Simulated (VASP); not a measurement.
A run of VASP 6.6.1:

Contents of INCAR:

```
SYSTEM = HfBi3O
PREC     = Accurate       ! precision mode
ENCUT    = 600            ! plane-wave cutoff, eV
EDIFF    = 1E-7           ! SCF threshold, eV
ISMEAR   = 0              ! smearing method
SIGMA    = 0.1            ! smearing width, eV
LREAL    = .FALSE.        ! projectors in reciprocal space
LASPH    = .TRUE.         ! aspherical terms in the spheres
NELM     = 100            ! most SCF steps
ALGO     = Normal         ! electronic algorithm
ISIF     = 3              ! what is computed and relaxed
LWAVE    = .FALSE.        ! write WAVECAR
LCHARG   = .FALSE.        ! write CHGCAR
GGA      = PE             ! functional
IBRION   = 2              ! ionic algorithm
NSW      = 100            ! ionic steps
EDIFFG   = -0.01          ! ionic threshold
```

File KPOINTS:

```
Automatic mesh
0
G
  8 8 8
  0 0 0
```

The input POSCAR:

```
HfBi3O
1.0
    4.9859557300      0.0000000000      0.0000000000
    0.0000000000      4.9859557300      0.0000000000
    0.0000000000      0.0000000000      4.9859557300
Hf Bi O
1 3 1
Direct
    0.0000000000      0.0000000000      0.0000000000
    0.5000000000      0.0000000000      0.5000000000
    0.5000000000      0.5000000000      0.0000000000
    0.0000000000      0.5000000000      0.5000000000
    0.5000000000      0.5000000000      0.5000000000
```

Potentials or basis: VASP PAW PBE potentials, release 64 (Hf_pv, Bi_d, O).

Run with:

```sh
$ cat potpaw_PBE.64/Hf_pv/POTCAR potpaw_PBE.64/Bi_d/POTCAR potpaw_PBE.64/O/POTCAR > POTCAR
$ mpirun -np 1 vasp_std > vasp.out
```

Hardware: 1 thread of AMD EPYC 7R13 (shared host).

How long does it take, and how much memory?

It took 14 min on 1 thread of AMD EPYC 7R13, with other jobs on the host, peak memory 0.35 GiB. Counts: scf iterations 44, k points 35, ion steps 3.
